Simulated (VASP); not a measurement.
A run of VASP 6.6.1 is set up as follows.

The input INCAR:

```
SYSTEM = Ga
PREC = Accurate ; ENCUT = 520
EDIFF = 1E-6 ; ISMEAR = -1
SIGMA = 0.05 ; LREAL = .FALSE.
LASPH = .TRUE. ; NELM = 60
ALGO = Normal ; ISIF = 2
LWAVE = .FALSE. ; LCHARG = .FALSE.
GGA = PS ; NBANDS = 20
```

The input KPOINTS:

```
regular mesh
0
G
  11 11 6
  0 0 0
```

The input POSCAR:

```
Ga
1.0
    3.0031658500      0.0000000000      0.0000000000
   -1.5015829250      2.6008179178      0.0000000000
    0.0000000000      0.0000000000      4.8651286769
Ga
2
Direct
    0.1933333333      0.5966666667      0.1450000000
    0.8066666667      0.4033333333      0.8550000000
```

Potentials or basis: VASP PAW PBE potentials, release 64 (Ga_d).

Launch:

```bash
$ cat potpaw_PBE.64/Ga_d/POTCAR > POTCAR
$ mpirun -np 1 vasp_std > vasp.out
```

Estimate the pressure.

54.7 GPa.

What does it give for the largest force?

20.978 eV/Å.

What does it give for the band gap on the k mesh?

Zero (band 13 reaches 8.21 eV, above the bottom of band 14 at 3.33 eV).

Forces in eV/Å, atoms in the order of the input:
```
Ga    9.801   5.658  17.663
Ga   -9.801  -5.658 -17.663
```

Caveat: the cell differs from its parent crystal (shortest bond scaled by 0.58); the PAW data sets were made with another functional, which shifts forces and pressure a little.
